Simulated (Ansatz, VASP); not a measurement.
# CdSe: VASP beside Ansatz

```xyz
4
Lattice="4.3834 0.0000 0.0000 -2.1917 3.7961 0.0000 0.0000 0.0000 7.1535" Properties=species:S:1:pos:R:3 pbc="T T T"
Cd    0.0000    2.5307    0.0328
Cd    2.1917    1.2654    3.6095
Se    0.0000    2.5307    2.7213
Se    2.1917    1.2654    6.2981
```

Alike in both runs: functional PBE; k mesh 12 × 12 × 6; occupations gaussian, width 0.02 eV; no spin polarisation.

Ansatz relaxed the structure, and its values are those at the end. VASP's run is a single point on that final structure, the one shown.

```csv
,VASP,Ansatz
version,VASP 6.6.1,Ansatz 0.2.0
potentials or method,"VASP PAW PBE potentials, release 64 (Cd, Se), cutoff 520 eV","scalar-relativistic, plane waves, PAW"
valence electrons in the cell,36,72
```

Ansatz gave:

* gap on the k mesh at the Fermi level (eV): 0.54
* least direct gap on the mesh (eV): 0.54
* pressure (GPa): 0.0

**Question.** Which values does VASP return?

**Answer.** gap on the k mesh at the Fermi level (eV): 0.54; least direct gap on the mesh (eV): 0.54; pressure (GPa): 0.2.

VASP's potentials hold 36 valence electrons a cell and Ansatz's 72, so a difference there can come from the potentials and not from the codes.
